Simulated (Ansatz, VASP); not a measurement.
# Ga5Mo in VASP and in Ansatz

```xyz
6
Lattice="3.5078 0.0000 0.0000 0.0000 3.5078 0.0000 0.0000 0.0000 8.0377" Properties=species:S:1:pos:R:3 pbc="T T T"
Ga    1.7539    1.7539    1.2718
Ga    0.0000    0.0000    2.6520
Ga    1.7539    1.7539    6.7660
Ga    0.0000    0.0000    5.3857
Ga    1.7539    1.7539    4.0189
Mo    0.0000    0.0000    0.0000
```

Alike in both runs: functional PBE; k mesh 10 × 10 × 4; occupations gaussian, width 0.1 eV; no spin polarisation.

Ansatz relaxed the structure, and its values are those at the end. VASP's run is a single point on that final structure, the one shown.

|  | VASP | Ansatz |
| --- | --- | --- |
| version | VASP 6.6.1 | Ansatz 0.2.0 |
| potentials or method | VASP PAW PBE potentials, release 64 (Ga_d, Mo_sv), cutoff 520 eV | scalar-relativistic, plane waves, PAW |
| valence electrons in the cell | 79 | 79 |

Ansatz gave:

| Quantity | Value |
| --- | --- |
| gap on the k mesh at the Fermi level (eV) | none |
| pressure (GPa) | 0.0 |

**Question.** Estimate VASP's values.

**Answer.** gap on the k mesh at the Fermi level (eV): none; pressure (GPa): 0.3.

A gap of «none» marks a metal or a gap that the smearing closes. The functional is the same, so the differences come from potentials, cutoffs and numerics.
